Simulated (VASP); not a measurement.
Runs of VASP 6.6.1 on CaO. The structure is that of space group F-43m (No. 216), or close to it. The cells are those of the table. 

```csv
task,level,potentials or basis,cell,k mesh,cutoff (eV),smearing,gap on the mesh (eV),pressure (GPa),relaxed volume (Å³/atom)
single point,PBE,"VASP PAW PBE potentials, release 64 (Ca_sv, O)","a = 3.686 Å, angles 60.0°, 2 atoms",8 × 8 × 8,520,fermi-dirac 0.02 eV,3.33,1.9,-
dielectric tensor,PBE,"VASP PAW PBE potentials, release 64 (Ca_sv, O)","a = 3.686 Å, angles 60.0°, 2 atoms",8 × 8 × 8,520,gaussian 0.01 eV,3.33,-,-
relaxation of cell and atoms,PBEsol,"VASP PAW PBE potentials, release 64 (Ca_sv, O)","relaxed from a = 3.707 Å, angles 60.0°, 2 atoms",8 × 8 × 8,600,fermi-dirac 0.02 eV,3.25,0.0,(c)
single point,r2SCAN,"VASP PAW PBE potentials, release 64 (Ca_sv, O)","a = 3.686 Å, angles 60.0°, 2 atoms",8 × 8 × 8,520,gaussian 0.01 eV,3.73,0.9,-
relaxation of cell and atoms,r2SCAN,"VASP PAW PBE potentials, release 64 (Ca_sv, O)","relaxed from a = 3.707 Å, angles 60.0°, 2 atoms",8 × 8 × 8,600,fermi-dirac 0.02 eV,(b),0.0,17.88
single point,PBE,"VASP PAW PBE potentials, release 64 (Ca_sv, O)","a = 3.686 Å, angles 60.0°, 2 atoms",6 × 6 × 6,520,gaussian 0.01 eV,3.33,1.9,-
relaxation of cell and atoms,LDA,"VASP PAW LDA potentials, release 64 (Ca_sv, O)","relaxed from a = 3.707 Å, angles 60.0°, 2 atoms",8 × 8 × 8,600,fermi-dirac 0.02 eV,3.30,0.0,16.85
single point,LDA,"VASP PAW LDA potentials, release 64 (Ca_sv, O)","a = 3.686 Å, angles 60.0°, 2 atoms",8 × 8 × 8,520,gaussian 0.01 eV,3.14,-3.9,-
single point,PBEsol,"VASP PAW PBE potentials, release 64 (Ca_sv, O)","a = 3.663 Å, angles 60.0°, 2 atoms",8 × 8 × 8,520,fermi-dirac 0.02 eV,3.26,0.5,-
single point,LDA,"VASP PAW LDA potentials, release 64 (Ca_sv, O)","a = 3.618 Å, angles 60.0°, 2 atoms",8 × 8 × 8,520,fermi-dirac 0.02 eV,3.32,(a),-
single point,r2SCAN,"VASP PAW PBE potentials, release 64 (Ca_sv, O)","a = 3.686 Å, angles 60.0°, 2 atoms",8 × 8 × 8,520,fermi-dirac 0.02 eV,3.73,0.9,-
```

Alike in all rows: no spin polarisation.

Question: Fill in the values left out.

Answer: (a) 0.8; (b) 3.70; (c) 17.46.

Caveats: the PAW data sets were made with another functional, which shifts forces and pressure a little (some runs).

A k mesh can miss the band edges.
